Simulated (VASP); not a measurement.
**CoSi: single point with PBEsol**

Crystal: CoSi.

```
Co Si
1.0
     3.72795    0.00000    0.00000
     0.00000    5.04370    0.00000
     0.00000    0.00000    4.38583
Co Si
4 4
Direct
  0.14564 0.14564 0.14564
  0.35436 0.85436 0.64564
  0.64564 0.35436 0.85436
  0.85436 0.64564 0.35436
  0.84333 0.84333 0.84333
  0.65667 0.15667 0.34333
  0.34333 0.65667 0.15667
  0.15667 0.34333 0.65667
```

This cell differs from its parent crystal: strain -0.1500 x Voigt [1, -1, 0, 0, 0, 0].

```yaml
Program: VASP 6.6.1
Task: single point
Functional: PBEsol
Potentials_or_basis: VASP PAW PBE potentials, release 64 (Co, Si)
Cutoff: 520 eV
k_mesh: 10 × 10 × 10
Occupations: gaussian, width 0.15 eV
Spin: no spin polarisation
Dipole_correction: no
Further_INCAR_settings: ALGO = Fast; EDIFF = 1e-07; NBANDS = 36
```

```json
{"Pressure": "26.9 GPa", "Largest force": "1.697 eV/Å", "Band gap on the k mesh": "zero (bands 26 and 27 overlap by 0.70 eV)"}
```

Forces in eV/Å, atoms in the order of the input:
```
Co   0.751 -0.582 -1.165
Co  -0.751  0.582 -1.165
Co   0.751  0.582  1.165
Co  -0.751 -0.582  1.165
Si   0.572 -0.149  1.590
Si  -0.572  0.149  1.590
Si   0.572  0.149 -1.590
Si  -0.572 -0.149 -1.590
```

Stress tensor (GPa, compression positive):
```
 85.15   0.00   0.00
  0.00 -15.72   0.00
  0.00   0.00  11.28
```

Levels at points of the mesh, in eV from the Fermi level:
```csv
k point,band 23,band 24,band 25,band 26,band 27,band 28,band 29,band 30
"(0.00, 0.00, 0.00)",-0.86,-0.72,-0.30,-0.22,0.05,1.93,2.38,2.51
"(0.50, 0.00, 0.00)",-1.19,-1.19,-0.73,-0.73,0.34,0.34,1.48,1.48
"(0.00, 0.50, 0.00)",-0.76,-0.76,-0.34,-0.34,0.84,0.84,2.44,2.44
"(0.50, 0.50, 0.00)",-1.25,-1.25,-0.28,-0.28,0.40,0.40,2.08,2.08
"(0.00, 0.00, 0.50)",-0.92,-0.92,-0.26,-0.26,0.63,0.63,2.02,2.02
"(0.50, 0.00, 0.50)",-1.54,-1.54,-0.28,-0.28,0.04,0.04,1.31,1.31
"(0.00, 0.50, 0.50)",-0.90,-0.90,0.28,0.28,1.37,1.37,2.98,2.98
"(0.50, 0.50, 0.50)",-1.52,-1.52,-0.42,-0.42,-0.42,-0.42,3.94,3.94
```

It took 30 min on 1 thread of Oxide Virtual Turin-like Processor, with other jobs on the host, peak memory 0.53 GiB.

Caveat: the cell differs from its parent crystal (strain -0.1500 x Voigt [1, -1, 0, 0, 0, 0]); the stress differs along the axes, from -16 to 85 GPa; the PAW data sets were made with another functional, which shifts forces and pressure a little. Spin polarisation is off, so any magnetic state and its effect on volume and gap are missing.
